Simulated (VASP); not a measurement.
Wanted: the native input for a VASP 6.6.1 run.

```
Task                   : relaxation of cell and atoms
Functional             : PBE
Potentials or basis    : VASP PAW PBE potentials, release 64 (Ta_sv_GW, Si)
Cutoff                 : 500 eV
k mesh                 : 6 × 6 × 2
Occupations            : gaussian, width 0.1 eV
Spin                   : no spin polarisation
Dipole correction      : no
Second run             : valence_matched
Further INCAR settings : ALGO = Normal; EDIFF = 1e-07; IBRION = 2; EDIFFG = -0.04; NSW = 90; ISIF = 3
```

The structure of TaSi5 lies in POSCAR:

```
TaSi5
1.0
    2.7807639748      0.0000000000      0.0000000000
   -1.3903819874      2.4082122441      0.0000000000
    0.0000000000      0.0000000000     13.9099991222
Ta Si
1 5
Direct
    0.0000000000      0.0000000000      0.0000000000
    0.6666666667      0.3333333333      0.8408732335
    0.0000000000      0.0000000000      0.6716279470
    0.6666666667      0.3333333333      0.5000000000
    0.0000000000      0.0000000000      0.3283720530
    0.6666666667      0.3333333333      0.1591267665
```

The input as run:

INCAR

```
PREC = Accurate
ENCUT = 500
EDIFF = 1E-7
ISMEAR = 0
SIGMA = 0.1
LREAL = F
LASPH = T
NELM = 120
ALGO = Normal
ISIF = 3
LWAVE = F
LCHARG = F
GGA = PE
IBRION = 2
NSW = 90
EDIFFG = -0.04
GGA_COMPAT = F
NELMIN = 4
```

KPOINTS

```
Automatic mesh
0
Gamma
  6 6 2
```

Potentials or basis: VASP PAW PBE potentials, release 64 (Ta_sv_GW, Si).

Command:

```console
$ cat potpaw_PBE.64/Ta_sv_GW/POTCAR potpaw_PBE.64/Si/POTCAR > POTCAR
$ mpirun -np 1 vasp_std > vasp.out
```

It gave:

```yaml
Relaxed_volume: 16.57 Å³/atom
Relaxed_cell: a = 3.504 Å, b = 3.504 Å, c = 9.347 Å, α = 90.00°, β = 90.00°, γ = 120.00°
Space_group_after_relaxing_to_0.05_Å: P-6m2 (No. 187)
Energy_gained_by_relaxing: 207.5 meV/atom
Ionic_steps: 29
Pressure_after_relaxing: 0.1 GPa
Largest_force_after_relaxing: 0.025 eV/Å
```

Caveat: the k points lie up to 0.35 Å⁻¹ apart in the final cell.

It took 8.6 min on 1 thread of Intel(R) Xeon(R) Platinum 8559C (Emerald Rapids), with other jobs on the host, peak memory 0.22 GiB.
